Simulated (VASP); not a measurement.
Input of a VASP 6.6.1 run:

File INCAR:

```
  PREC = Accurate
  ENCUT = 520
  EDIFF = 1E-6
  ISMEAR = 0
  SIGMA = 0.1
  LREAL = F
  LASPH = T
  NELM = 80
  ALGO = Normal
  ISIF = 2
  LWAVE = F
  LCHARG = F
  GGA = PE
  NBANDS = 20
```

File KPOINTS:

```
regular mesh
0
Gamma
  4 4 4
```

The input POSCAR:

```
Mg7Cl
1.0
    0.0000000000      4.5188253500      4.5188253500
    4.5188253500      0.0000000000      4.5188253500
    4.5188253500      4.5188253500      0.0000000000
Mg Cl
7 1
Direct
    0.5000000000      0.0000000000      0.0000000000
    0.0000000000      0.5000000000      0.5000000000
    0.0000000000      0.5000000000      0.0000000000
    0.5000000000      0.0000000000      0.5000000000
    0.0000000000      0.0000000000      0.5000000000
    0.5000000000      0.5000000000      0.0000000000
    0.5000000000      0.5000000000      0.5000000000
    0.0000000000      0.0000000000      0.0000000000
```

Potentials or basis: VASP PAW PBE potentials, release 64 (Mg, Cl).

Run with:

```console
$ cat potpaw_PBE.64/Mg/POTCAR potpaw_PBE.64/Cl/POTCAR > POTCAR
$ mpirun -np 1 vasp_std > vasp.out
```

Question: What does it give for the pressure?

Answer: 0.3 GPa.

Caveat: an odd number of electrons without spin polarisation forces a metal; a magnetic or distorted state may lie lower.
